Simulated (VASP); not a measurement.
Runs of VASP 6.6.1 on Hf3Ta2O. The structure is that of space group Fmmm (No. 69), or close to it. The cells are those of the table. The cell was generated, and may not be a known phase.

```tsv
task	cell	k mesh	cutoff (eV)	gap on the mesh (eV)	pressure (GPa)
single point	a = 6.285, b = 5.799, c = 5.097 Å, angles 70.1, 60.2, 49.7°, 6 atoms	4 × 4 × 4	520	none	-0.6
single point	a = 6.100, b = 5.914, c = 5.059 Å, angles 67.0, 63.2, 49.8°, 6 atoms	4 × 4 × 4	520	none	-0.1
relaxation of cell and atoms	relaxed from a = 6.285, b = 5.799, c = 5.097 Å, angles 70.1, 60.2, 49.7°, 6 atoms	4 × 4 × 4	600	none	0.0
single point	a = 6.056, b = 5.886, c = 5.108 Å, angles 66.4, 63.0, 50.6°, 6 atoms	8 × 8 × 8	520	none	(a)
```

Alike in all rows: level PBE; potentials or basis VASP PAW PBE potentials, release 64 (Hf_pv, Ta_pv, O); no spin polarisation; smearing gaussian 0.1 eV.

Problem. Fill in the values left out.

Solution. (a) -0.2.

Caveats: spin-orbit coupling is left out, which moves the levels of the heavy elements; the stress differs along the axes, from -3 to 3 GPa (at least some runs).

A k mesh can miss the band edges, and the runs leave out spin-orbit coupling on Hf, Ta.

A gap of «none» marks levels without a gap at the run's occupations.
